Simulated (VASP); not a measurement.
Set up this calculation in VASP 6.6.1, as the native input.

```yaml
Task: single point
Functional: PBE
Potentials_or_basis: VASP PAW PBE potentials, release 64 (I)
Cutoff: 520 eV
k_mesh: 8 × 8 × 8
Occupations: fermi-dirac, width 0.1 eV
Spin: no spin polarisation
Dipole_correction: no
Further_INCAR_settings: ALGO = Normal; EDIFF = 1e-07; NBANDS = 10
```

The structure of I lies in POSCAR:

```
I
1.0
   -2.1370573790      2.1370573790      2.1370573790
    2.1370573790     -2.1370573790      2.1370573790
    2.1370573790      2.1370573790     -2.1370573790
I
1
Direct
    0.0000000000      0.0000000000      0.0000000000
```

These files were run (other wordings do the same):

INCAR

```
PREC     = Accurate       # precision mode
ENCUT    = 520            # plane-wave cutoff, eV
EDIFF    = 1E-7           # SCF threshold, eV
ISMEAR   = -1             # smearing method
SIGMA    = 0.1            # smearing width, eV
LREAL    = False          # projectors in reciprocal space
LASPH    = True           # aspherical terms in the spheres
NELM     = 60             # most SCF steps
ALGO     = Normal         # electronic algorithm
ISIF     = 2              # what is computed and relaxed
LWAVE    = False          # write WAVECAR
LCHARG   = False          # write CHGCAR
GGA      = PE             # functional
NBANDS   = 10             # bands
```

KPOINTS

```
Automatic mesh
0
Gamma
  8 8 8
```

Potentials or basis: VASP PAW PBE potentials, release 64 (I).

Launch:

```sh
$ cat potpaw_PBE.64/I/POTCAR > POTCAR
$ mpirun -np 1 vasp_std > vasp.out
```

It gave:

The pressure is -1.2 GPa.

Caveat: an odd number of electrons without spin polarisation forces a metal; a magnetic or distorted state may lie lower.

It took 5.2 s on 1 thread of Intel(R) Xeon(R) 6975P-C (Granite Rapids) (shared host), peak memory 0.15 GiB.
